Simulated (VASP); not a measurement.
Crystal: Ni.

```
Ni
1.0
     0.00000    1.81881    1.81881
     1.81881    0.00000    1.81881
     1.81881    1.81881    0.00000
Ni
1
Direct
  0.00000 0.00000 0.00000
```

This cell differs from its parent crystal: volume scaled by 1.1.

Base run:

| Property | Result |
| --- | --- |
| Program | VASP 6.6.1 |
| Functional | LDA |
| Potentials or basis | VASP PAW LDA potentials, release 64 (Ni) |
| Cutoff | 520 eV |
| k mesh | 16 × 16 × 16 |
| Occupations | fermi-dirac, width 0.1 eV |
| Spin | collinear spin, ferromagnetic start |
| Starting moments | [1.5] μB |

Its results: pressure -29.0 GPa.

Question: The run is repeated on the same cell with these changes: spin from collinear spin, ferromagnetic start to no spin polarisation; further incar settings from ALGO = Normal; EDIFF = 1e-06; NBANDS = 15 to ALGO = Normal; EDIFF = 1e-06; NBANDS = 11. What comes out?

Answer: Pressure -29.6 GPa.
